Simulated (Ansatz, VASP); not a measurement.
**Two plane-wave programs on BN**

```
B N
1.0
     0.00000    1.73263    1.83514
     1.73263    0.00000    1.83514
     1.73263    1.73263    0.00000
B N
1 1
Cartesian
  0.0000 0.0000 0.0000
  0.8663 0.8663 0.9176
```

Change from the starting cell: epitaxial_xy strain -4.0%.

Alike in both runs: task single point; functional HSE06; k mesh 8 × 8 × 8; no spin polarisation.

|  | VASP | Ansatz |
| --- | --- | --- |
| version | VASP 6.6.1 | Ansatz 0.2.0 |
| potentials or method | VASP PAW PBE potentials, release 64 (B, N) | plane waves, PAW |
| plane-wave cutoff (eV) | 520 | 420 |
| occupations | gaussian, width 0.01 eV | fixed |
| valence electrons in the cell | 8 | 8 |

```csv
,VASP,Ansatz,Ansatz less VASP
gap on the k mesh at the Fermi level (eV),5.30,5.31,+0.015
pressure (GPa),24.6,23.9,-0.71
"traceless stress, the component that is largest in VASP (GPa)",-28.57,-28.59,-0.019
```

Ansatz's warnings: stress exchange threshold loose, stress scf threshold loose.
